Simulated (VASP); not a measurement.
A run of VASP 6.6.1 is set up as follows.

The input POSCAR:

```
LiCl
1.0
    0.0000000000      2.5560252063      2.5560252063
    2.5560252063      0.0000000000      2.5560252063
    2.5560252063      2.5560252063      0.0000000000
Li Cl
1 1
Direct
    0.0000000000      0.0000000000      0.0000000000
    0.5000000000      0.5000000000      0.5000000000
```

File INCAR.step1:

```
PREC     = Accurate       # precision mode
ENCUT    = 520            # plane-wave cutoff, eV
EDIFF    = 1E-5           # SCF threshold, eV
ISMEAR   = 0              # smearing method
SIGMA    = 0.01           # smearing width, eV
LREAL    = False          # projectors in reciprocal space
LASPH    = True           # aspherical terms in the spheres
NELM     = 100            # most SCF steps
ALGO     = Normal         # electronic algorithm
ISIF     = 2              # what is computed and relaxed
LWAVE    = True           # write WAVECAR
LCHARG   = False          # write CHGCAR
GGA      = PE             # functional
NBANDS   = 12             # bands
```

Contents of INCAR.step2:

```
PREC     = Accurate       # precision mode
ENCUT    = 520            # plane-wave cutoff, eV
EDIFF    = 1E-7           # SCF threshold, eV
ISMEAR   = 0              # smearing method
SIGMA    = 0.01           # smearing width, eV
LREAL    = False          # projectors in reciprocal space
LASPH    = True           # aspherical terms in the spheres
NELM     = 100            # most SCF steps
ALGO     = Normal         # electronic algorithm
ISIF     = 2              # what is computed and relaxed
LWAVE    = False          # write WAVECAR
LCHARG   = False          # write CHGCAR
GGA      = PE             # functional
LHFCALC  = True           # exact exchange
AEXX     = 0.35           # exact-exchange fraction
HFSCREEN = 0.1            # screening, 1/A
PRECFOCK = Normal       
ISTART   = 1            
NBANDS   = 12             # bands
```

The input KPOINTS:

```
regular mesh
0
Gamma
  4 4 4
```

Potentials or basis: VASP PAW PBE potentials, release 64 (Li_sv, Cl).

The run is started by

```console
$ cat potpaw_PBE.64/Li_sv/POTCAR potpaw_PBE.64/Cl/POTCAR > POTCAR
$ cp INCAR.step1 INCAR
$ mpirun -np 1 vasp_std > vasp.out
$ cp INCAR.step2 INCAR
$ mpirun -np 1 vasp_std > vasp.out
```

Problem. Estimate the band gap on the k mesh.

Solution. 8.89 eV.

Caveat: the k points lie up to 0.53 Å⁻¹ apart. A k mesh can miss the band edges.
